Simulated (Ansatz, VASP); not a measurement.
GaN: VASP beside Ansatz

File INCAR:

```
PREC     = Accurate       # precision mode
ENCUT    = 520            # plane-wave cutoff, eV
EDIFF    = 1E-7           # SCF threshold, eV
ISMEAR   = 0              # smearing method
SIGMA    = 0.05           # smearing width, eV
LREAL    = F              # projectors in reciprocal space
LASPH    = T              # aspherical terms in the spheres
NELM     = 80             # most SCF steps
ALGO     = Normal         # electronic algorithm
ISIF     = 2              # what is computed and relaxed
LWAVE    = F              # write WAVECAR
LCHARG   = F              # write CHGCAR
GGA      = PS             # functional
NBANDS   = 16             # bands
```

Contents of KPOINTS:

```
regular mesh
0
Gamma
  10 10 10
```

File POSCAR:

```
GaN
1.0
    0.0000000000      2.2535006075      2.2535006075
    2.2535006075      0.0000000000      2.2535006075
    2.2535006075      2.2535006075      0.0000000000
Ga N
1 1
Direct
    0.0332815530      0.0332815530     -0.0803487767
    0.7500000000      0.7500000000      0.7500000000
```

Input for Ansatz:

```yaml
crystal:
  lattice:
    - [0.0, 2.2535006075, 2.2535006075]
    - [2.2535006075, 0.0, 2.2535006075]
    - [2.2535006075, 2.2535006075, 0.0]
  atoms:
    - { symbol: Ga, position: [0.033281553, 0.033281553, -0.0803487767] }
    - { symbol: "N", position: [0.75, 0.75, 0.75] }
basis:
  ecutwfc: 420
kpoints:
  mp_grid: { grid: [10, 10, 10] }
hamiltonian:
  xc: pbesol
scf:
  occupations: { method: gaussian, width: 0.05 }
output:
  forces: true
  stress: true
  eigenvalues: true
```

Alike in both runs: task single point; functional PBEsol; k mesh 10 × 10 × 10; occupations gaussian, width 0.05 eV; no spin polarisation.

|  | VASP | Ansatz |
| --- | --- | --- |
| version | VASP 6.6.1 | Ansatz 0.2.0 |
| potentials or method | VASP PAW PBE potentials, release 64 (Ga_d, N), cutoff 520 eV | scalar-relativistic, plane waves, PAW |
| valence electrons in the cell | 18 | 18 |

```csv
,VASP,Ansatz,Ansatz less VASP
gap on the k mesh at the Fermi level (eV),1.39,1.37,-0.015
least direct gap on the mesh (eV),1.39,1.37,-0.015
pressure (GPa),1.8,2.0,+0.27
"traceless stress, the component that is largest in VASP (GPa)",-6.08,-6.28,-0.204
rms of the force components (eV/Å),0.897,0.910,+0.0130
```

VASP's potentials were made for PBE, not for PBEsol. Atom by atom the forces differ by 0.013 eV/Å (rms over components).
